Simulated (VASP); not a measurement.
A run of VASP 6.6.1 is set up as follows.

Contents of POSCAR:

```
Ge
1.0
    0.0000000000      2.8289500000      2.8289500000
    2.8289500000      0.0000000000      2.8289500000
    2.8289500000      2.8289500000      0.0000000000
Ge
2
Direct
    0.0000000000      0.0000000000      0.0000000000
    0.2500000000      0.2500000000      0.2500000000
```

INCAR.step1

```
SYSTEM = Ge
PREC = Accurate
ENCUT = 520
ISMEAR = 0
SIGMA = 0.01
LREAL = .False.
LASPH = .True.
NELM = 150
LNONCOLLINEAR = .True.
MAGMOM = 0 0 0 0 0 0
LSORBIT = .True.
GGA_COMPAT = .False.
NBANDS = 40
GGA = PE
ALGO = Normal
EDIFF = 1E-4
LWAVE = .True.
LCHARG = .False.
```

INCAR.step2

```
SYSTEM = Ge
PREC = Accurate
ENCUT = 520
EDIFF = 1E-6
ISMEAR = 0
SIGMA = 0.01
LREAL = .False.
LASPH = .True.
NELM = 150
ALGO = Normal
ISIF = 2
LWAVE = .False.
LCHARG = .True.
LNONCOLLINEAR = .True.
MAGMOM = 0 0 0 0 0 0
LORBIT = 11
LSORBIT = .True.
GGA_COMPAT = .False.
LORBMOM = .True.
METAGGA = R2SCAN
LMIXTAU = .True.
LVHAR = .True.
NBANDS = 40
ISTART = 1
```

KPOINTS

```
regular mesh
0
Gamma
  8 8 8
  0 0 0
```

Potentials or basis: VASP PAW PBE potentials, release 64 (Ge_d).

Launch:

```bash
$ cat potpaw_PBE.64/Ge_d/POTCAR > POTCAR
$ cp INCAR.step1 INCAR
$ mpirun -np 1 vasp_ncl > vasp.out
$ cp INCAR.step2 INCAR
$ mpirun -np 1 vasp_ncl > vasp.out
```

Q: What does it give for the net moment?

A: 0.00 μB per cell.

Q: What does it give for the pressure?

A: 0.6 GPa.

Moments on the atoms (μB; x, y, z):
```
Ge  0.00 0.00 0.00
Ge  0.00 0.00 0.00
```

Caveat: the PAW data sets were made with another functional, which shifts forces and pressure a little.
